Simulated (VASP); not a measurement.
The system is MnS.

```xyz
2
Lattice="0.0000 2.4735 2.4735 2.4735 0.0000 2.4735 2.4735 2.4735 0.0000" Properties=species:S:1:pos:R:3 pbc="T T T"
Mn    0.0000    0.0000    0.0000
S     3.7102    3.7102    3.7102
```

| Quantity | Value |
| --- | --- |
| Program | VASP 6.6.1 |
| Task | relaxation of cell and atoms |
| Functional | RPBE |
| Potentials or basis | VASP PAW PBE potentials, release 64 (Mn_pv, S) |
| Cutoff | 600 eV |
| k mesh | 9 × 9 × 9 |
| Occupations | fermi-dirac, width 0.1 eV |
| Spin | collinear spin, ferromagnetic start |
| Starting moments | [4.0, 0.0] μB |
| Hubbard terms | Mn d U = 6.0 eV |

At the start: pressure 67.7 GPa; volume 15.13 Å³/atom.

Task: Where does the relaxation end?

Result: Over 3 steps the energy falls by 1440.9 meV/atom and the volume is 25.00 Å³/atom (+65.2 %); space group F-43m (No. 216, to 0.1 Å) before and after; moment 5.00 μB per cell.

The path:
| step | energy change (eV) | largest force (eV/Å) | pressure (GPa) | volume (Å³) |
| --- | --- | --- | --- | --- |
| 1 | 0.0000 | 0.0000 | 67.69 | 30.27 |
| 2 | -2.2804 | 0.0000 | -8.17 | 67.80 |
| 3 | -2.8817 | 0.0000 | -0.03 | 50.00 |

Final structure:
```yaml
crystal:
  lattice:
    - [0.00000, 2.92407, 2.92407]
    - [2.92407, 0.00000, 2.92407]
    - [2.92407, 2.92407, 0.00000]
  atoms:
    - { symbol: Mn, position: [0.00000, 0.00000, 0.00000] }
    - { symbol: S, position: [0.75000, 0.75000, 0.75000] }
```

Caveat: the volume moved by over 15 % at a fixed basis, so the end points are rough; the PAW data sets were made with another functional, which shifts forces and pressure a little; a cell with one magnetic atom can't hold antiferromagnetic order, which such compounds often take.
